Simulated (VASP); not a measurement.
## HfO2: single point with PBEsol

HfO2:

```
CELL_PARAMETERS angstrom
0.00000 2.49356 2.49356
2.49356 0.00000 2.49356
2.49356 2.49356 0.00000
ATOMIC_POSITIONS crystal
Hf 0.00000 0.00000 0.00000
O 0.25000 0.25000 0.25000
O 0.75000 0.75000 0.75000
```

This cell differs from its parent crystal: strain -0.025 along x and y, -0.025 along z.

| Quantity | Value |
| --- | --- |
| Program | VASP 6.6.1 |
| Task | single point |
| Functional | PBEsol |
| Potentials or basis | VASP PAW PBE potentials, release 64 (Hf_pv, O) |
| Cutoff | 520 eV |
| k mesh | 8 × 8 × 8 |
| Occupations | gaussian, width 0.05 eV |
| Spin | no spin polarisation |
| Dipole correction | no |
| Further INCAR settings | ALGO = Normal; EDIFF = 1e-07; NBANDS = 18 |

* Pressure: 5.6 GPa
* Band gap on the k mesh: 3.80 eV, direct

Levels at points of the mesh, in eV from the valence-band top:
| k point | band 8 | band 9 | band 10 | band 11 | band 12 | band 13 | band 14 | band 15 |
| --- | --- | --- | --- | --- | --- | --- | --- | --- |
| (0.00, 0.00, 0.00) | -5.72 | -0.64 | -0.64 | -0.64 | 3.89 | 3.89 | 6.04 | 11.05 |
| (0.50, 0.00, 0.00) | -3.16 | -2.89 | -1.91 | -1.91 | 4.70 | 4.70 | 7.43 | 9.00 |
| (0.50, 0.50, 0.00) | -3.61 | -1.63 | -1.63 | 0.00 | 3.80 | 5.69 | 7.06 | 8.58 |

It took 14 s on 1 thread of AMD EPYC 9R45 96-Core Processor (Zen 5), with other jobs on the host, peak memory 0.13 GiB.

Caveat: the cell differs from its parent crystal (strain -0.025 along x and y, -0.025 along z); the PAW data sets were made with another functional, which shifts forces and pressure a little; spin-orbit coupling is left out, which moves the levels of the heavy elements. A k mesh can miss the band edges.
